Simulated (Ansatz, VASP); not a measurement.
## Two plane-wave programs on CdSe

INCAR

```
PREC = Accurate ; ENCUT = 520
EDIFF = 1E-7 ; ISMEAR = -1
SIGMA = 0.02 ; LREAL = False
LASPH = True ; NELM = 80
ALGO = Normal ; ISIF = 2
LWAVE = False ; LCHARG = False
GGA = PE ; NBANDS = 16
```

File KPOINTS:

```
Automatic mesh
0
Gamma
  6 6 6
```

POSCAR

```
CdSe
1.0
    0.0000000000      2.9252481927      2.9252481927
    2.9252481927      0.0000000000      2.9252481927
    2.9252481927      2.9252481927      0.0000000000
Cd Se
1 1
Direct
    0.0000000000      0.0000000000      0.0000000000
    0.5000000000      0.5000000000      0.5000000000
```

Input for Ansatz:

```yaml
crystal:
  lattice:
    - [0.0, 2.9252481927, 2.9252481927]
    - [2.9252481927, 0.0, 2.9252481927]
    - [2.9252481927, 2.9252481927, 0.0]
  atoms:
    - { symbol: Cd, position: [0.0, 0.0, 0.0] }
    - { symbol: Se, position: [0.5, 0.5, 0.5] }
kpoints:
  mp_grid: { grid: [6, 6, 6] }
hamiltonian:
  xc: pbe
scf:
  occupations: { method: fermi_dirac, width: 0.02 }
  n_extra_bands: 4
output:
  forces: true
  stress: true
  eigenvalues: true
```

Alike in both runs: task single point; functional PBE; k mesh 6 × 6 × 6; occupations fermi-dirac, width 0.02 eV; no spin polarisation.

|  | VASP | Ansatz |
| --- | --- | --- |
| version | VASP 6.6.1 | Ansatz 0.2.0 |
| potentials or method | VASP PAW PBE potentials, release 64 (Cd, Se) | plane waves, PAW |
| plane-wave cutoff (eV) | 520 | 420 |
| valence electrons in the cell | 18 | 36 |

Ansatz gave:

| Item | Value |
| --- | --- |
| pressure (GPa) | -2.9 |

Estimate VASP's values.

pressure (GPa): -2.7.

VASP's potentials hold 18 valence electrons a cell and Ansatz's 36, so a difference there can come from the potentials and not from the codes.
